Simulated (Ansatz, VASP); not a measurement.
## One calculation of Mg2Sn, two programs

Contents of INCAR:

```
SYSTEM = Mg2Sn
PREC     = Accurate       ! precision mode
ENCUT    = 600            ! plane-wave cutoff, eV
EDIFF    = 1E-6           ! SCF threshold, eV
ISMEAR   = -1             ! smearing method
SIGMA    = 0.02           ! smearing width, eV
LREAL    = .FALSE.        ! projectors in reciprocal space
LASPH    = .TRUE.         ! aspherical terms in the spheres
NELM     = 120            ! most SCF steps
ALGO     = Normal         ! electronic algorithm
ISIF     = 2              ! what is computed and relaxed
LWAVE    = .FALSE.        ! write WAVECAR
LCHARG   = .FALSE.        ! write CHGCAR
GGA      = PE             ! functional
NBANDS   = 16             ! bands
GGA_COMPAT= .FALSE.
```

File KPOINTS:

```
Automatic mesh
0
G
  6 6 6
  0 0 0
```

The input POSCAR:

```
Mg2Sn
1.0
    0.0000000000      3.2447378708      3.2447378708
    3.2447378708      0.0000000000      3.2447378708
    3.2447378708      3.2447378708      0.0000000000
Sn Mg
1 2
Direct
    0.0000000000      0.0000000000      0.0000000000
    0.2500000000      0.2500000000      0.2500000000
    0.7500000000      0.7500000000      0.7500000000
```

Input for Ansatz:

```yaml
crystal:
  lattice:
    - [0.0, 3.2447378708, 3.2447378708]
    - [3.2447378708, 0.0, 3.2447378708]
    - [3.2447378708, 3.2447378708, 0.0]
  atoms:
    - { symbol: Sn, position: [0.0, 0.0, 0.0] }
    - { symbol: Mg, position: [0.25, 0.25, 0.25] }
    - { symbol: Mg, position: [0.75, 0.75, 0.75] }
kpoints:
  mp_grid: { grid: [6, 6, 6] }
  band_path:
    path:
      - [0.0, 0.0, 0.0]
      - [0.5, 0.0, 0.5]
      - [0.625, 0.25, 0.625]
      - [0.375, 0.375, 0.75]
      - [0.5, 0.5, 0.5]
      - [0.5, 0.25, 0.75]
      - [0.0, 0.5, 0.5]
    npoints: 1
hamiltonian:
  xc: pbe
scf:
  occupations: { method: fermi_dirac, width: 0.02 }
  n_extra_bands: 4
output:
  forces: true
  stress: true
  eigenvalues: true
```

Change from the starting cell: hydrostatic strain -4.0%.

Alike in both runs: task single point; functional PBE; k mesh 6 × 6 × 6; occupations fermi-dirac, width 0.02 eV; no spin polarisation.

```csv
,VASP,Ansatz
version,VASP 6.6.1,Ansatz 0.2.0
potentials or method,"VASP PAW PBE potentials, release 64 (Sn_d, Mg)","plane waves, PAW"
plane-wave cutoff (eV),600,420
valence electrons in the cell,18,34
```

Ansatz gave:

```
pressure (GPa) : 8.1
```

Question: Which values does VASP return?

Answer: Pressure (GPa): 8.0.

The functional is the same, so the differences come from potentials, cutoffs and numerics. VASP's potentials hold 18 valence electrons a cell and Ansatz's 34, so a difference there can come from the potentials and not from the codes.
